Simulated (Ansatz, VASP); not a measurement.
## Two plane-wave programs on Si

```
CELL_PARAMETERS angstrom
4.58595 0.00000 0.00000
0.00000 4.58595 0.00000
0.00000 0.00000 3.74285
ATOMIC_POSITIONS crystal
Si 0.34368 0.00000 0.75000
Si 0.65632 0.00000 0.25000
Si 0.00000 0.34368 0.00000
Si 0.00000 0.65632 0.50000
```

Alike in both runs: functional PBE; k mesh 10 × 10 × 12; occupations gaussian, width 0.1 eV; no spin polarisation.

Ansatz relaxed the structure, and its values are those at the end. VASP's run is a single point on that final structure, the one shown.

```csv
,VASP,Ansatz
version,VASP 6.6.1,Ansatz 0.2.0
potentials or method,"VASP PAW PBE potentials, release 64 (Si), cutoff 520 eV","scalar-relativistic, plane waves, PAW"
valence electrons in the cell,16,16
```

|  | VASP | Ansatz | Ansatz less VASP |
| --- | --- | --- | --- |
| gap on the k mesh at the Fermi level (eV) | none | none | - |
| pressure (GPa) | -0.1 | 0.0 | +0.08 |

A gap of «none» marks a metal or a gap that the smearing closes.
